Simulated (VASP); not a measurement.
TiC, 2 atoms in the cell. It takes space group Fm-3m (No. 225, cubic). Conventional cell: a = 4.129 Å, b = 4.129 Å, c = 4.129 Å, α = 90.00°, β = 90.00°, γ = 90.00°. Ti (site symmetry m-3m) has 6 C at 2.06 Å within 2.7 Å. C (site symmetry m-3m) has 6 Ti at 2.06 Å within 2.7 Å. 

```yaml
Program: VASP 6.6.1
Task: single point
Functional: LDA
Potentials_or_basis: VASP PAW LDA potentials, release 64 (Ti_sv, C)
Cutoff: 600 eV
k_mesh: 16 × 16 × 16
Occupations: gaussian, width 0.1 eV
Spin: no spin polarisation
Dipole_correction: no
Further_INCAR_settings: ALGO = Normal; EDIFF = 1e-06; NBANDS = 15
```

Potentials or basis: VASP PAW LDA potentials, release 64 (Ti_sv, C).

Run with:

```sh
$ cat potpaw_LDA.64/Ti_sv/POTCAR potpaw_LDA.64/C/POTCAR > POTCAR
$ mpirun -np 1 vasp_std > vasp.out
```

Hardware: 1 thread of Intel(R) Xeon(R) Platinum 8488C (Sapphire Rapids), on a shared host.

How long does it take, and how much memory?

Run time: 19 s on 1 thread of Intel(R) Xeon(R) Platinum 8488C (Sapphire Rapids) (shared host), peak memory 0.16 GiB. Counts: scf iterations 13, k points 145.
